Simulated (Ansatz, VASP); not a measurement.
## Cd2SO: VASP beside Ansatz

Contents of INCAR:

```
SYSTEM = Cd2SO
  PREC = Accurate
  ENCUT = 520
  EDIFF = 1E-6
  ISMEAR = -1
  SIGMA = 0.02
  LREAL = .False.
  LASPH = .True.
  NELM = 100
  ALGO = Normal
  ISIF = 2
  LWAVE = .False.
  LCHARG = .False.
  GGA = PE
  NBANDS = 26
```

File KPOINTS:

```
regular mesh
0
Gamma
  6 6 4
  0 0 0
```

The input POSCAR:

```
Cd2SO
1.0
    3.9294461871      0.0000000000      0.0000000000
    0.0000000000      3.9294461871      0.0000000000
    0.0000000000      0.0000000000      5.4394592769
O Cd S
1 2 1
Direct
    0.0000000000      0.0000000000      0.0000000000
    0.0000000000      0.5000000000      0.7925351347
    0.5000000000      0.0000000000      0.2074648653
    0.5000000000      0.5000000000      0.5000000000
```

Input for Ansatz:

```yaml
crystal:
  lattice:
    - [3.9294461871, 0.0, 0.0]
    - [0.0, 3.9294461871, 0.0]
    - [0.0, 0.0, 5.4394592769]
  atoms:
    - { symbol: O, position: [0.0, 0.0, 0.0] }
    - { symbol: Cd, position: [0.0, 0.5, 0.7925351347] }
    - { symbol: S, position: [0.5, 0.5, 0.5] }
    - { symbol: Cd, position: [0.5, 0.0, 0.2074648653] }
kpoints:
  mp_grid: { grid: [6, 6, 4] }
hamiltonian:
  xc: pbe
scf:
  occupations: { method: fermi_dirac, width: 0.02 }
  n_extra_bands: 5
output:
  forces: true
  stress: true
  eigenvalues: true
```

Alike in both runs: task single point; functional PBE; k mesh 6 × 6 × 4; occupations fermi-dirac, width 0.02 eV; no spin polarisation.

|  | VASP | Ansatz |
| --- | --- | --- |
| version | VASP 6.6.1 | Ansatz 0.2.0 |
| potentials or method | VASP PAW PBE potentials, release 64 (O, Cd, S) | plane waves, PAW |
| plane-wave cutoff (eV) | 520 | 420 |
| valence electrons in the cell | 36 | 52 |

|  | VASP | Ansatz | Ansatz less VASP |
| --- | --- | --- | --- |
| pressure (GPa) | 0.6 | 0.0 | -0.58 |
| rms of the force components (eV/Å) | 0.008 | 0.002 | -0.0057 |

VASP's potentials hold 36 valence electrons a cell and Ansatz's 52, so a difference there can come from the potentials and not from the codes.
